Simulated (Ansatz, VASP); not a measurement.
# Fe in VASP and in Ansatz

```xyz
1
Lattice="-1.3567 1.3567 1.3567 1.3567 -1.3567 1.3567 1.3567 1.3567 -1.3567" Properties=species:S:1:pos:R:3 pbc="T T T"
Fe    0.0000    0.0000    0.0000
```

Alike in both runs: task single point; functional PBE; k mesh 20 × 20 × 20; occupations gaussian, width 0.1 eV; collinear spin.

|  | VASP | Ansatz |
| --- | --- | --- |
| version | VASP 6.6.1 | Ansatz 0.2.0 |
| potentials or method | VASP PAW PBE potentials, release 64 (Fe), cutoff 520 eV | scalar-relativistic, plane waves, PAW |
| valence electrons in the cell | 8 | 16 |

|  | VASP | Ansatz | Ansatz less VASP |
| --- | --- | --- | --- |
| gap on the k mesh at the Fermi level (eV) | none | none | - |
| net moment per atom (μB) | 1.99 | 1.98 | -0.008 |
| size of the moment on the site where the two differ most (μB) | 1.97 | 2.00 | +0.038 |

Site moments also hang on the region over which each program counts them. A gap of «none» marks a metal or a gap that the smearing closes. VASP's potentials hold 8 valence electrons a cell and Ansatz's 16, so a difference there can come from the potentials and not from the codes.
